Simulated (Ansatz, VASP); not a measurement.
## Two plane-wave programs on SnO2

INCAR

```
ALGO     = Normal         # electronic algorithm
EDIFF    = 1E-6           # SCF threshold, eV
ENCUT    = 910            # plane-wave cutoff, eV
GGA      = PS             # functional
GGA_COMPAT= F            
ISIF     = 2              # what is computed and relaxed
ISMEAR   = 0              # smearing method
LASPH    = T              # aspherical terms in the spheres
LCHARG   = T              # write CHGCAR
LELF     = T              # ELF
LREAL    = F              # projectors in reciprocal space
LVHAR    = T            
LWAVE    = F              # write WAVECAR
NBANDS   = 20             # bands
NELM     = 120            # most SCF steps
PREC     = Accurate       # precision mode
SIGMA    = 0.05           # smearing width, eV
```

The input KPOINTS:

```
k-points
0
Gamma
  12 12 12
```

File POSCAR:

```
SnO2
1.0
    1.5251500000      0.8805457631      4.6455666667
   -1.5251500000      0.8805457631      4.6455666667
    0.0000000000     -1.7610915261      4.6455666667
Sn O
1 2
Direct
    0.5000000000      0.5000000000      0.5000000000
    0.2414378084      0.2414378084      0.2414378084
    0.7585621916      0.7585621916      0.7585621916
```

Input for Ansatz:

```yaml
crystal:
  lattice:
    - [1.52515, 0.8805457631, 4.6455666667]
    - [-1.52515, 0.8805457631, 4.6455666667]
    - [0.0, -1.7610915261, 4.6455666667]
  atoms:
    - { symbol: Sn, position: [0.5, 0.5, 0.5] }
    - { symbol: O, position: [0.2414378084, 0.2414378084, 0.2414378084] }
    - { symbol: O, position: [0.7585621916, 0.7585621916, 0.7585621916] }
basis:
  ecutwfc: 520.0
kpoints:
  mp_grid: { grid: [12, 12, 12] }
hamiltonian:
  xc: pbesol
  pseudopotentials: { kind: paw, azcp: { folder: soft_1 } }
scf:
  occupations: { method: gaussian, width: 0.05 }
output:
  forces: true
  stress: true
  eigenvalues: true
  write_density: true
  write_potential: true
  elf: true
  volumetric_format: npy
```

Alike in both runs: task single point; functional PBEsol; k mesh 12 × 12 × 12; occupations gaussian, width 0.05 eV; no spin polarisation.

|  | VASP | Ansatz |
| --- | --- | --- |
| version | VASP 6.6.1 | Ansatz 0.2.0 |
| potentials or method | VASP PAW PBE potentials, release 64 (Sn_d, O_h), cutoff 910 eV | scalar-relativistic, plane waves, PAW |
| valence electrons in the cell | 26 | 26 |

VASP gave:

```
gap on the k mesh at the Fermi level (eV) : 2.83
least direct gap on the mesh (eV)         : 3.04
rms of the force components (eV/Å)        : 0.250
```

Task: What did Ansatz give for the same quantities?

Result: gap on the k mesh at the Fermi level (eV): 2.82; least direct gap on the mesh (eV): 3.02; rms of the force components (eV/Å): 0.209.

VASP's potentials were made for PBE, not for PBEsol, and Ansatz warns of the same on its side. Atom by atom the forces differ by 0.042 eV/Å (rms over components).

Noted on VASP's run: the cutoff is short for stress, so the pressure is rough.
